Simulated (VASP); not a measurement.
MnS:

```xyz
2
Lattice="0.0000 2.7950 2.7950 2.7950 0.0000 2.7950 2.7950 2.7950 0.0000" Properties=species:S:1:pos:R:3 pbc="T T T"
Mn    0.0000    0.0000    0.0000
S     4.1925    4.1925    4.1925
```

Base run:

* Program: VASP 6.6.1
* Functional: PBEsol
* Potentials or basis: VASP PAW PBE potentials, release 64 (Mn_pv, S)
* Cutoff: 500 eV
* k mesh: 6 × 6 × 6
* Occupations: fermi-dirac, width 0.1 eV
* Spin: collinear spin, ferromagnetic start
* Starting moments: [0.45, 0.0] μB
* Hubbard terms: Mn d U = 3.9 eV

Its results: band gap on the k mesh zero (filled and empty bands overlap); pressure -3.6 GPa; net moment -0.98 μB per cell; site moments Mn -0.80; S -0.03 μB.

Question: The run is repeated on the same cell with these changes: moments at the start from [0.45, 0.0] to [4.5, 0.0]. What comes out?

Answer: Band gap on the k mesh 0.97 eV (least direct gap 1.18 eV); pressure 2.7 GPa; net moment 5.00 μB per cell; site moments Mn +4.56; S +0.03 μB.

Caveats: the PAW data sets were made with another functional, which shifts forces and pressure a little; a cell with one magnetic atom can't hold antiferromagnetic order, which such compounds often take; the cell stands under tension (at least some runs).

A k mesh can miss the band edges.
